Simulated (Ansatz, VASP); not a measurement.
# Two plane-wave programs on ScAl2As3

Contents of INCAR:

```
SYSTEM = ScAl2As3
PREC = Accurate ; ENCUT = 520
EDIFF = 1E-7 ; ISMEAR = 0
SIGMA = 0.1 ; LREAL = .False.
LASPH = .True. ; NELM = 80
ALGO = Normal ; ISIF = 2
LWAVE = .False. ; LCHARG = .False.
GGA = PE ; NBANDS = 25
```

Contents of KPOINTS:

```
regular mesh
0
Gamma
  6 6 2
  0 0 0
```

Contents of POSCAR:

```
ScAl2As3
1.0
    4.0333624600      0.0000000000      0.0000000000
   -2.0166812300      3.4929943500      0.0000000000
    0.0000000000      0.0000000000      8.8571773500
Sc Al As
1 2 3
Direct
    0.0000000000      0.0000000000      0.0000000000
    0.3333333300      0.6666666700      0.0000000000
    0.6666666700      0.3333333300      0.0000000000
    0.4473283200      0.0000000000      0.5000000000
    0.0000000000      0.4473283200      0.5000000000
    0.5526716800      0.5526716800      0.5000000000
```

Input for Ansatz:

```yaml
crystal:
  lattice:
    - [4.03336246, 0.0, 0.0]
    - [-2.01668123, 3.49299435, 0.0]
    - [0.0, 0.0, 8.85717735]
  atoms:
    - { symbol: Sc, position: [0.0, 0.0, 0.0] }
    - { symbol: Al, position: [0.33333333, 0.66666667, 0.0] }
    - { symbol: Al, position: [0.66666667, 0.33333333, 0.0] }
    - { symbol: As, position: [0.44732832, 0.0, 0.5] }
    - { symbol: As, position: [0.0, 0.44732832, 0.5] }
    - { symbol: As, position: [0.55267168, 0.55267168, 0.5] }
basis:
  ecutwfc: 420
kpoints:
  mp_grid: { grid: [6, 6, 2] }
hamiltonian:
  xc: pbe
scf:
  occupations: { method: gaussian, width: 0.1 }
  lower_state_search: "off"
output:
  forces: true
  stress: true
  eigenvalues: true
```

Alike in both runs: task single point; functional PBE; k mesh 6 × 6 × 2; occupations gaussian, width 0.1 eV; no spin polarisation.

```csv
,VASP,Ansatz
version,VASP 6.6.1,Ansatz 0.2.0
potentials or method,"VASP PAW PBE potentials, release 64 (Sc_sv, Al, As), cutoff 520 eV","scalar-relativistic, plane waves, PAW"
valence electrons in the cell,32,62
```

VASP gave:

| Property | Result |
| --- | --- |
| gap on the k mesh at the Fermi level (eV) | none |
| rms of the force components (eV/Å) | 1.511 |

Q: Which values does Ansatz return?

A: gap on the k mesh at the Fermi level (eV): none; rms of the force components (eV/Å): 1.447.

Atom by atom the forces differ by 0.065 eV/Å (rms over components). A gap of «none» marks a metal or a gap that the smearing closes. The functional is the same, so the differences come from potentials, cutoffs and numerics. VASP's potentials hold 32 valence electrons a cell and Ansatz's 62, so a difference there can come from the potentials and not from the codes.
